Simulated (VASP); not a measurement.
# Li (Cmmm) in VASP: further runs, part 2 of 2

VASP 6.6.1. Earlier steps stand in the parts before.

### 4 Relaxation of cell and atoms, PBE

This run uses another cell than the first one, of 21.98 Å³/atom.

INCAR reads:

```
SYSTEM = Li
PREC     = Accurate       ! precision mode
ENCUT    = 600            ! plane-wave cutoff, eV
EDIFF    = 1E-7           ! SCF threshold, eV
ISMEAR   = 0              ! smearing method
SIGMA    = 0.1            ! smearing width, eV
LREAL    = .FALSE.        ! projectors in reciprocal space
LASPH    = .TRUE.         ! aspherical terms in the spheres
NELM     = 60             ! most SCF steps
ALGO     = Normal         ! electronic algorithm
ISIF     = 3              ! what is computed and relaxed
LWAVE    = .FALSE.        ! write WAVECAR
LCHARG   = .FALSE.        ! write CHGCAR
GGA      = PE             ! functional
IBRION   = 2              ! ionic algorithm
NSW      = 90             ! ionic steps
EDIFFG   = -0.04          ! ionic threshold
```

KPOINTS reads:

```
Automatic mesh
0
G
  6 6 6
  0 0 0
```

POSCAR reads:

```
Li
1.0
    1.6204946900     -2.1122958600      0.0000000000
    1.6204946900      2.1122958600      0.0000000000
    0.0000000000      0.0000000000      3.2109017900
Li
1
Direct
    0.0000000000      0.0000000000      0.0000000000
```

Command:

```sh
$ cat potpaw_PBE.64/Li_sv/POTCAR > POTCAR
$ mpirun -np 1 vasp_std > vasp.out
```

Run time: 53 s. Hardware: 1 thread of AMD EPYC 7R13, shared host; peak memory 0.13 GiB.

Results (log left out):

```
Free energy                           : -1.8132 eV
Relaxed volume                        : 20.14 Å³/atom
Relaxed cell                          : a = 2.820 Å, b = 2.820 Å, c = 2.734 Å, α = 90.00°, β = 90.00°, γ = 112.04°
Space group after relaxing (to 0.1 Å) : Cmmm (No. 65)
Energy gained by relaxing             : 120.2 meV/atom
Ionic steps                           : 12
Pressure after relaxing               : 0.1 GPa
Band gap on the k mesh                : zero (an odd number of electrons rules out a gap without spin polarisation)
```

The path:
```tsv
step	energy change (eV)	largest force (eV/Å)	pressure (GPa)	volume (Å³)
1	0.0000	0.0000	-0.03	21.98
2	-0.0666	0.0000	-0.49	21.93
3	-0.1053	0.0000	-0.71	21.77
4	-0.0655	0.0000	-0.44	21.12
5	-0.1113	0.0000	-0.70	21.63
6	-0.1113	0.0000	-0.71	21.65
7	-0.1141	0.0000	-0.52	21.25
8	-0.1185	0.0000	0.05	20.22
9	-0.1188	0.0000	0.29	19.85
10	-0.1197	0.0000	0.23	19.91
11	-0.1199	0.0000	0.19	19.96
12	-0.1202	0.0000	0.06	20.14
```

Final structure:
```
Li
1.0
     1.57590   -2.33813    0.00000
     1.57590    2.33813    0.00000
     0.00000    0.00000    2.73356
Li
1
Direct
  0.00000 0.00000 0.00000
```

Levels at points of the mesh, in eV from the Fermi level:
```
           k point  band 1  band 2  band 3  band 4  band 5
(0.00, 0.00, 0.00)  -46.65   -3.50   11.98   12.76   13.90
(0.50, 0.00, 0.00)  -46.63   -0.39    2.50   11.18   14.79
(0.50, 0.50, 0.00)  -46.62    0.57    3.81    7.57   11.59
(0.00, 0.00, 0.50)  -46.63   -0.69    2.00   15.43   16.61
(0.50, 0.00, 0.50)  -46.61    3.45    3.68    6.05    8.63
(0.50, 0.50, 0.50)  -46.60    4.29    5.04    7.19    9.44
```

Caveat: the k points lie up to 0.40 Å⁻¹ apart in the final cell, too coarse for converged energies and pressures of a metal; the cutoff is under 1.25 times the usual one of these potentials, so pressure, stress and relaxed cells hold a basis-set (Pulay) error.

### 5 Relaxation of cell and atoms, PBE

INCAR reads:

```
  ALGO = Fast
  EDIFF = 1E-6
  EDIFFG = -0.01
  ENCUT = 600
  GGA = PE
  IBRION = 2
  ISIF = 3
  ISMEAR = 0
  LASPH = True
  LCHARG = False
  LREAL = False
  LWAVE = False
  NELM = 100
  NSW = 100
  PREC = Accurate
  SIGMA = 0.1
```

KPOINTS reads:

```
k-points
0
Gamma
  20 20 20
```

POSCAR reads:

```
Li
1.0
    1.5833835983     -2.3402044941      0.0000000000
    1.5833835983      2.3402044941      0.0000000000
    0.0000000000      0.0000000000      2.7382477745
Li
1
Direct
    0.0000000000      0.0000000000      0.0000000000
```

Command:

```sh
$ cat potpaw_PBE.64/Li_sv/POTCAR > POTCAR
$ mpirun -np 1 vasp_std > vasp.out
```

Wall time 11 min (1 thread of AMD EPYC 7R13, shared host); peak memory 0.28 GiB.

It converged, with:

| Quantity | Value |
| --- | --- |
| Free energy | -1.8417 eV |
| Relaxed volume | 20.00 Å³/atom |
| Relaxed cell | a = 2.925 Å, b = 2.925 Å, c = 2.699 Å, α = 90.00°, β = 90.00°, γ = 119.97° |
| Space group after relaxing (to 0.1 Å) | P6/mmm (No. 191) |
| Energy gained by relaxing | 12.8 meV/atom |
| Ionic steps | 11 |
| Pressure after relaxing | 0.0 GPa |
| Band gap on the k mesh | zero (an odd number of electrons rules out a gap without spin polarisation) |

Step by step:
| step | energy change (eV) | largest force (eV/Å) | pressure (GPa) | volume (Å³) |
| --- | --- | --- | --- | --- |
| 1 | 0.0000 | 0.0000 | -0.11 | 20.29 |
| 2 | -0.0017 | 0.0000 | -0.10 | 20.25 |
| 3 | -0.0058 | 0.0000 | -0.03 | 20.12 |
| 4 | -0.0093 | 0.0000 | 0.14 | 19.81 |
| 5 | -0.0111 | 0.0000 | 0.14 | 19.81 |
| 6 | -0.0122 | 0.0000 | 0.15 | 19.80 |
| 7 | -0.0122 | 0.0000 | 0.15 | 19.80 |
| 8 | -0.0126 | 0.0000 | 0.11 | 19.87 |
| 9 | -0.0128 | 0.0000 | 0.07 | 19.95 |
| 10 | -0.0128 | 0.0000 | 0.08 | 19.96 |
| 11 | -0.0128 | 0.0000 | 0.04 | 20.00 |

Final structure:
```xyz
1
Lattice="1.4633 -2.5329 0.0000 1.4633 2.5329 0.0000 0.0000 0.0000 2.6986" Properties=species:S:1:pos:R:3 pbc="T T T"
Li    0.0000    0.0000    0.0000
```

Levels at points of the mesh, in eV from the Fermi level:
| k point | band 1 | band 2 | band 3 | band 4 | band 5 |
| --- | --- | --- | --- | --- | --- |
| (0.00, 0.00, 0.00) | -46.63 | -3.52 | 12.42 | 13.62 | 13.63 |
| (0.50, 0.00, 0.00) | -46.61 | -0.18 | 2.83 | 9.69 | 13.51 |
| (0.50, 0.50, 0.00) | -46.61 | -0.17 | 2.84 | 9.67 | 13.50 |
| (0.00, 0.00, 0.50) | -46.60 | -0.64 | 2.12 | 16.31 | 16.32 |
| (0.50, 0.00, 0.50) | -46.58 | 3.79 | 4.07 | 6.40 | 8.96 |
| (0.50, 0.50, 0.50) | -46.58 | 3.79 | 4.07 | 6.41 | 8.97 |

Caveat: the cutoff is under 1.25 times the usual one of these potentials, so pressure, stress and relaxed cells hold a basis-set (Pulay) error.

### 6 Summary

| task | cell | k mesh | cutoff (eV) | gap on the mesh (eV) | pressure (GPa) | relaxed volume (Å³/atom) |
| --- | --- | --- | --- | --- | --- | --- |
| single point | a = 2.826, b = 2.826, c = 2.738 Å, angles 90.0, 90.0, 111.8°, 1 atom | 6 × 6 × 6 | 520 | none | - | - |
| single point | a = 2.662, b = 2.662, c = 3.211 Å, angles 90.0, 90.0, 105.0°, 1 atom | 6 × 6 × 6 | 520 | none | - | - |
| relaxation of cell and atoms | relaxed from a = 2.662, b = 2.662, c = 3.211 Å, angles 90.0, 90.0, 105.0°, 1 atom | 6 × 6 × 6 | 600 | none | 0.1 | 20.14 |
| relaxation of cell and atoms | relaxed from a = 2.826, b = 2.826, c = 2.738 Å, angles 90.0, 90.0, 111.8°, 1 atom | 20 × 20 × 20 | 600 | none | 0.0 | 20.00 |

Alike in all rows: level PBE; potentials or basis VASP PAW PBE potentials, release 64 (Li_sv); no spin polarisation; smearing gaussian 0.1 eV.

Caveats: some runs use coarse meshes; the cutoff is under 1.25 times the usual one of these potentials, so pressure, stress and relaxed cells hold a basis-set (Pulay) error.

Total energies depend on the potentials used, so only differences within one code and one set of settings carry meaning.
